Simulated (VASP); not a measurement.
Input of a VASP 6.6.1 run:

INCAR

```
SYSTEM = MoSe2
PREC = Accurate
ENCUT = 500
EDIFF = 1E-6
ISMEAR = 0
SIGMA = 0.05
LREAL = .False.
LASPH = .True.
NELM = 200
ALGO = Normal
ISIF = 2
LWAVE = .False.
LCHARG = .False.
ISPIN = 2
MAGMOM = 0.05 0.05 0 0 0 0
LORBIT = 11
LMAXMIX = 4
GGA = PE
IVDW = 12
NBANDS = 39
GGA_COMPAT = .False.
```

Contents of KPOINTS:

```
Automatic mesh
0
Gamma
  8 8 2
  0 0 0
```

File POSCAR:

```
MoSe2
1.0
    3.2864284111      0.0000000000      0.0000000000
   -1.6432142056      2.8461304917      0.0000000000
    0.0000000000      0.0000000000     12.9123382372
Mo Se
2 4
Direct
    0.3333333333      0.6666666667      0.2500000000
    0.6666666667      0.3333333333      0.7500000000
    0.3333333333      0.6666666667      0.6203761226
    0.6666666667      0.3333333333      0.1203761226
    0.3333333333      0.6666666667      0.8796238774
    0.6666666667      0.3333333333      0.3796238774
```

Potentials or basis: VASP PAW PBE potentials, release 64 (Mo_sv, Se).

Command:

```console
$ cat potpaw_PBE.64/Mo_sv/POTCAR potpaw_PBE.64/Se/POTCAR > POTCAR
$ mpirun -np 1 vasp_std > vasp.out
```

Problem. Predict the net moment.

Solution. 0.00 μB per cell.

Problem. Predict the band gap on the k mesh.

Solution. 0.91 eV (least direct gap 1.65 eV).

Problem. Predict the largest force.

Solution. 0.029 eV/Å.

Forces in eV/Å, atoms in the order of the input:
```
Mo   0.000  0.000  0.000
Mo   0.000  0.000  0.000
Se   0.000  0.000 -0.029
Se   0.000  0.000 -0.029
Se   0.000  0.000  0.029
Se   0.000  0.000  0.029
```

A k mesh can miss the band edges. Expect the measured gap to be larger: semilocal functionals such as PBE lack the derivative discontinuity.
